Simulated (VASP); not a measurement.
Wanted: the native input for a VASP 6.6.1 run.

| Quantity | Value |
| --- | --- |
| Task | single point |
| Functional | PBEsol |
| Potentials or basis | VASP PAW PBE potentials, release 64 (K_sv, Cl) |
| Cutoff | 520 eV |
| k mesh | 7 × 7 × 7 |
| Occupations | fermi-dirac, width 0.05 eV |
| Spin | no spin polarisation |
| Dipole correction | no |
| Further INCAR settings | ALGO = Normal; EDIFF = 1e-06; NBANDS = 15 |

The structure of KCl lies in POSCAR:

```
KCl
1.0
    3.8897175305      0.0000000000      0.0000000000
    0.0000000000      3.8897175305      0.0000000000
    0.0000000000      0.0000000000      3.8897175305
K Cl
1 1
Direct
    0.0000000000      0.0000000000      0.0000000000
    0.5000000000      0.5000000000      0.5000000000
```

This cell differs from its parent crystal: volume scaled by 1.04.

The input as run:

INCAR

```
SYSTEM = KCl
ALGO = Normal ; EDIFF = 1E-6
ENCUT = 520 ; GGA = PS
ISIF = 2 ; ISMEAR = -1
LASPH = .TRUE. ; LCHARG = .FALSE.
LREAL = .FALSE. ; LWAVE = .FALSE.
NBANDS = 15 ; NELM = 80
PREC = Accurate ; SIGMA = 0.05
```

KPOINTS

```
k-points
0
G
  7 7 7
  0 0 0
```

Potentials or basis: VASP PAW PBE potentials, release 64 (K_sv, Cl).

Command:

```console
$ cat potpaw_PBE.64/K_sv/POTCAR potpaw_PBE.64/Cl/POTCAR > POTCAR
$ mpirun -np 1 vasp_std > vasp.out
```

It gave:

```
Pressure               : -1.9 GPa
Band gap on the k mesh : 4.49 eV, indirect (least direct gap 4.67 eV)
```

Caveat: the PAW data sets were made with another functional, which shifts forces and pressure a little.

Wall time 13 s on 1 thread of AMD EPYC 7R43 64-Core Processor (Zen 3), with other jobs on the host, peak memory 0.13 GiB.
